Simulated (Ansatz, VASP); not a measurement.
# Two plane-wave programs on C

The input INCAR:

```
SYSTEM = C
PREC = Accurate
ENCUT = 520
EDIFF = 1E-6
ISMEAR = 0
SIGMA = 0.02
LREAL = .False.
LASPH = .True.
NELM = 100
ALGO = Normal
ISIF = 2
LWAVE = .False.
LCHARG = .False.
GGA = PE
NBANDS = 11
```

File KPOINTS:

```
regular mesh
0
Gamma
  10 10 10
  0 0 0
```

File POSCAR:

```
C
1.0
    0.0000000000      1.7714808667      1.8073881807
    1.7714808667      0.0000000000      1.8073881807
    1.7714808667      1.7714808667      0.0000000000
C
2
Direct
    0.0000000000      0.0000000000      0.0000000000
    0.2500000000      0.2500000000      0.2500000000
```

Input for Ansatz:

```yaml
crystal:
  lattice:
    - [0.0, 1.7714808666666666, 1.8073881807125807]
    - [1.7714808666666666, 0.0, 1.8073881807125807]
    - [1.7714808666666666, 1.7714808666666666, 0.0]
  atoms:
    - { symbol: C, position: [0.0, 0.0, 0.0] }
    - { symbol: C, position: [0.25, 0.25, 0.25] }
basis:
  ecutwfc: 571.4391111657479
kpoints:
  mp_grid:
    grid: [10, 10, 10]
hamiltonian:
  pseudopotentials:
    kind: paw
scf:
  occupations:
    method: gaussian
    width: 0.02
output:
  stress: true
```

Alike in both runs: task single point; functional PBE; k mesh 10 × 10 × 10; occupations gaussian, width 0.02 eV; no spin polarisation.

|  | VASP | Ansatz |
| --- | --- | --- |
| version | VASP 6.6.1 | Ansatz 0.2.0 |
| potentials or method | VASP PAW PBE potentials, release 64 (C), cutoff 520 eV | plane waves, PAW |
| valence electrons in the cell | 8 | 8 |

VASP gave:

```
pressure (GPa)                                                : 2.5
traceless stress, the component that is largest in VASP (GPa) : -12.70
```

Q: What did Ansatz give for the same quantities?

A: Pressure (GPa): 1.8; traceless stress, the component that is largest in VASP (GPa): -12.71.
